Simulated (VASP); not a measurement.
Runs of VASP 6.6.1 on CaBe2O3. The structure is that of space group Cmmm (No. 65), or close to it. The cells are those of the table. 

```csv
task,cell,k mesh,cutoff (eV),smearing,gap on the mesh (eV),pressure (GPa),relaxed volume (Å³/atom),largest force (eV/Å)
single point,"a = 5.015, b = 5.015, c = 2.954 Å, angles 90.0, 90.0, 112.5°, 6 atoms",6 × 6 × 10,520,gaussian 0.02 eV,1.72,0.3,-,0.12
relaxation of cell and atoms,"relaxed from a = 4.917, b = 4.917, c = 3.018 Å, angles 90.0, 90.0, 117.7°, 6 atoms",6 × 6 × 10,600,gaussian 0.02 eV,(a),0.0,11.33,0.01
single point,"a = 4.917, b = 4.917, c = 3.018 Å, angles 90.0, 90.0, 117.7°, 6 atoms",4 × 4 × 6,520,gaussian 0.1 eV,1.92,(c),-,(b)
relaxation of cell and atoms,"relaxed from a = 4.908, b = 4.908, c = 3.303 Å, angles 90.0, 90.0, 129.4°, 6 atoms",4 × 4 × 6,600,gaussian 0.1 eV,1.97,-0.2,10.64,0.01
```

Alike in all rows: level PBE; potentials or basis VASP PAW PBE potentials, release 64 (Ca_sv, Be, O); no spin polarisation.

Problem. Fill in the values left out.

Solution. (a) 1.76; (b) 0.14; (c) 0.5.

A k mesh can miss the band edges.
